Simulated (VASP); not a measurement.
# ZrC (P-6m2) in VASP: elastic constants with PBE

Aim: the elastic constants of ZrC with PBE.

All numbers are computed with VASP 6.6.1; they aren't measurements. Logs are shortened: lines on timing, memory, paths and dates and some standing lists are left out, and cuts for length are marked.

## Step 1: The cell of the first run

Symmetry: P-6m2, No. 187, hexagonal system. The conventional cell has a = 3.270 Å, b = 3.270 Å, c = 2.940 Å, α = 90.00°, β = 90.00°, γ = 120.00°. Within 3.3 Å of Zr (site symmetry -6m2) lie 6 C at 2.39 Å and 8 Zr at 2.94 to 3.27 Å. Within 3.3 Å of C (site symmetry -6m2) lie 6 Zr at 2.39 Å and 8 C at 2.94 to 3.27 Å.

## Step 2: Elastic constants, PBE

INCAR

```
PREC = Accurate
ENCUT = 600
EDIFF = 1E-8
ISMEAR = 0
SIGMA = 0.05
LREAL = F
LASPH = T
NELM = 100
ALGO = Normal
ISIF = 3
LWAVE = F
LCHARG = F
GGA = PE
IBRION = 6
NFREE = 2
POTIM = 0.015
NSW = 1
```

KPOINTS

```
Automatic mesh
0
Gamma
  12 12 12
```

POSCAR

```
ZrC
1.0
    3.2695327460      0.0000000000      0.0000000000
   -1.6347663730      2.8314984165      0.0000000000
    0.0000000000      0.0000000000      2.9397343753
Zr C
1 1
Direct
    0.0000000000      0.0000000000      0.0000000000
    0.6666666667      0.3333333333      0.5000000000
```

Potentials or basis: VASP PAW PBE potentials, release 64 (Zr_sv, C).

The run is started by

```bash
$ cat potpaw_PBE.64/Zr_sv/POTCAR potpaw_PBE.64/C/POTCAR > POTCAR
$ mpirun -np 1 vasp_std > vasp.out
```

OUTCAR:

```text
PREC = Accurate
   ENCUT = 600
   EDIFF = 1E-8
   ISMEAR = 0
   LREAL = F
   LASPH = T
   NELM = 100
   ISIF = 3
   GGA = PE
   IBRION = 6
   NFREE = 2
   POTIM = 0.015
   NSW = 1

 ion  position               nearest neighbor table
   1  0.000  0.000  0.000-   2 2.39   2 2.39   2 2.39   2 2.39   2 2.39   2 2.39
   2  0.667  0.333  0.500-   1 2.39   1 2.39   1 2.39   1 2.39   1 2.39   1 2.39

  LATTYP: Found a hexagonal cell.
 ALAT       =     3.2695327460
 C/A-ratio  =     0.8991298157

  Lattice vectors:

 A1 = (   3.2695327460,   0.0000000000,   0.0000000000)
 A2 = (  -1.6347663730,   2.8314984165,   0.0000000000)
 A3 = (   0.0000000000,   0.0000000000,   2.9397343753)

Analysis of symmetry for initial positions (statically):
=====================================================================
 Subroutine PRICEL returns:
 Original cell was already a primitive cell.

 Routine SETGRP: Setting up the symmetry group for a
 hexagonal supercell.

 Subroutine GETGRP returns: Found 12 space group operations
 (whereof 12 operations were pure point group operations)
 out of a pool of 24 trial point group operations.

The static configuration has the point symmetry D_3h.

Analysis of symmetry for dynamics (positions and initial velocities):
=====================================================================
 Subroutine PRICEL returns:
 Original cell was already a primitive cell.

 Routine SETGRP: Setting up the symmetry group for a
 hexagonal supercell.

 Subroutine GETGRP returns: Found 12 space group operations
 (whereof 12 operations were pure point group operations)
 out of a pool of 24 trial point group operations.

The dynamic configuration has the point symmetry D_3h.

 Subroutine INISYM returns: Found 12 space group operations
 (whereof 12 operations are pure point group operations),
 and found     1 'primitive' translations

[... 356 lines left out ...]
     12      14.2250      0.00000
[... 331 lines left out ...]
 k-point    24 :       0.3333   -0.0000    0.0833
  band No.  band energies     occupation
      1     -39.1670      2.00000
      2     -17.5922      2.00000
      3     -17.1560      2.00000
      4     -16.6478      2.00000
      5      -0.4742      2.00000
      6       5.3616      2.00000
      7       8.1639      2.00000
      8       8.6995      2.00000
      9       8.9870      0.67541
     10      13.2853      0.00000
     11      13.7486      0.00000
     12      15.0952      0.00000

 [... further k-points ...]
[... 5 lines left out ...]
  --------------------------------------------------------------------------------------
  -------------------------------------------------------------------------------------
  Total        0.0228626      0.0228626      0.0260262      0.0000000     -0.0000000     -0.0000000
  in kB        1.3459426      1.3459426      1.5321879      0.0000000     -0.0000000     -0.0000000
  external PRESSURE =       1.4080243 kB  Pullay stress =       0.0000000 kB
[... 17 lines left out ...]
  FREE ENERGIE OF THE ION-ELECTRON SYSTEM (eV)
  ---------------------------------------------------
  free  energy   TOTEN  =       -18.0158148556 eV

  energy  without entropy=      -18.0151794942  energy(sigma->0) =      -18.01549717

 INTERNAL STRAIN TENSORS FROM STRAINED CELLS
 ============================================

 INTERNAL STRAIN TENSOR FOR ION    1 for displacements in x,y,z  (eV/Angst):
          X           Y           Z          XY          YZ          ZX
  --------------------------------------------------------------------------------
  x    -0.00000    -0.00000     0.00000     3.64208    -0.00000     0.00000
  y     3.62098    -3.59861     0.00000    -0.00007    -0.00084     0.00083
  z     0.00000     0.00000     0.00000     0.00000    -0.01761     0.00000

 INTERNAL STRAIN TENSORS FROM DISPLACED ATOMS
 ============================================

 INTERNAL STRAIN TENSOR FOR ION    1 for displacements in x,y,z  (eV/Angst):
          X           Y           Z          XY          YZ          ZX
  --------------------------------------------------------------------------------
  x    -0.00000     0.00000     0.00000     3.64676     0.00000     0.00000
  y     3.64676    -3.64676     0.00000    -0.00000     0.00000     0.00000
  z     0.00000     0.00000     0.00000     0.00000     0.00000     0.00000

 INTERNAL STRAIN TENSOR FOR ION    2 for displacements in x,y,z  (eV/Angst):
          X           Y           Z          XY          YZ          ZX
  --------------------------------------------------------------------------------
  x     0.00000     0.00000     0.00000    -3.63828     0.00000     0.00000
  y    -3.63828     3.63828     0.00000     0.00000     0.00000     0.00000
  z     0.00000     0.00000     0.00000     0.00000     0.00000     0.00000

 Eigenvectors and eigenvalues of the dynamical matrix
 ----------------------------------------------------

   1 f  =    9.370516 THz    58.876686 2PiTHz  312.566756 cm-1    38.753321 meV
             X         Y         Z           dx          dy          dz
      0.000000  0.000000  0.000000    -0.341091    0.000000   -0.000000
      1.634766  0.943833  1.469867     0.940030   -0.000000    0.000000
[... 21 lines left out ...]
   6 f/i=    0.003714 THz     0.023337 2PiTHz    0.123893 cm-1     0.015361 meV
             X         Y         Z           dx          dy          dz
      0.000000  0.000000  0.000000    -0.000000    0.000000    0.939251
      1.634766  0.943833  1.469867     0.000000    0.000000    0.343231

--------------------------------------------------------------------------------------------------------

 ELASTIC MODULI CONTR FROM IONIC RELAXATION (kBar)
 Direction    XX          YY          ZZ          XY          YZ          ZX
 --------------------------------------------------------------------------------
 XX        -204.8439    204.8439      0.0000      0.0000      0.0000      0.0000
 YY         204.8439   -204.8439      0.0000     -0.0000      0.0000      0.0000
 ZZ           0.0000      0.0000      0.0000      0.0000      0.0000      0.0000
 XY           0.0000     -0.0000      0.0000   -204.8439      0.0000      0.0000
 YZ           0.0000      0.0000      0.0000      0.0000      0.0000      0.0000
 ZX           0.0000      0.0000      0.0000      0.0000      0.0000      0.0000
 --------------------------------------------------------------------------------

 TOTAL ELASTIC MODULI (kBar)
 Direction    XX          YY          ZZ          XY          YZ          ZX
 --------------------------------------------------------------------------------
 XX        3160.1188   1129.5559    904.8508      0.0000      0.0000      0.0000
 YY        1129.5559   3160.1188    904.8508     -0.0000     -0.0000     -0.0000
 ZZ         904.8508    904.8508   4762.9974      0.0000      0.0000     -0.0000
 XY           0.0000     -0.0000      0.0000   1015.2815      0.0000      0.0000
 YZ          -0.0000      0.0000      0.0000      0.0000   -661.4635      0.0000
 ZX           0.0000     -0.0000     -0.0000      0.0000      0.0000   -661.4635
 --------------------------------------------------------------------------------
```

stdout:

```text
POSCAR found type information on POSCAR ZrC
 POSCAR found :  2 types and       2 ions
 scaLAPACK will be used
 LDA part: xc-table for (Slater+PW92), standard interpolation
 POSCAR, INCAR and KPOINTS ok, starting setup
 FFT: planning ... GRIDC
 FFT: planning ... GRID_SOFT
 FFT: planning ... GRID
 WAVECAR not read
 entering main loop
 Found     4 degrees of freedom:
 Adding 6 more for cell shape distortion
 Finite differences POTIM= 0.01500 DOF=  10
 bond charge predicted
 Finite differences progress:
 bond charge predicted
 Finite differences progress:
 bond charge predicted
 Finite differences progress:
 bond charge predicted
 Finite differences progress:
 bond charge predicted
 Finite differences progress:
 bond charge predicted
 Finite differences progress:
 bond charge predicted
 Finite differences progress:
 bond charge predicted
 Finite differences progress:
 bond charge predicted
 Finite differences progress:
 bond charge predicted
 Finite differences progress:
 bond charge predicted
 Finite differences progress:
 bond charge predicted
 Finite differences progress:
 bond charge predicted
 Finite differences progress:
 bond charge predicted
 Finite differences progress:
 bond charge predicted
 Finite differences progress:
 bond charge predicted
 Finite differences progress:
 bond charge predicted
 Finite differences progress:
 bond charge predicted
 Finite differences progress:
 bond charge predicted
 Finite differences progress:
 bond charge predicted
 Finite differences progress:
```

It took 14 min on 1 thread of Intel Xeon 6975P-C (Granite Rapids), shared host; peak memory 0.5 GiB.

Results:

* Voigt bulk modulus: 188 GPa
* Highest phonon frequency at Γ: 313 cm⁻¹

Phonon frequencies in cm⁻¹ (negative: imaginary):
| q point | frequencies |
| --- | --- |
| (0.000, 0.000, 0.000) | 0 0 0 55 313 313 |

Elastic tensor in Voigt notation (GPa, in the Cartesian axes of the cell as first typed):
```
316 113  90   0   0   0
113 316  90   0   0   0
 90  90 476   0   0   0
  0   0   0 -66   0   0
  0   0   0   0 -66   0
  0   0   0   0   0 102
```

Clamped-ion elastic tensor (GPa):
```
336  92  90   0   0   0
 92 336  90   0   0   0
 90  90 476   0   0   0
  0   0   0 -66   0   0
  0   0   0   0 -66   0
  0   0   0   0   0 122
```

Caveat: the elastic tensor has a negative eigenvalue, so either the cell is unstable as it stands or the mesh is too thin.
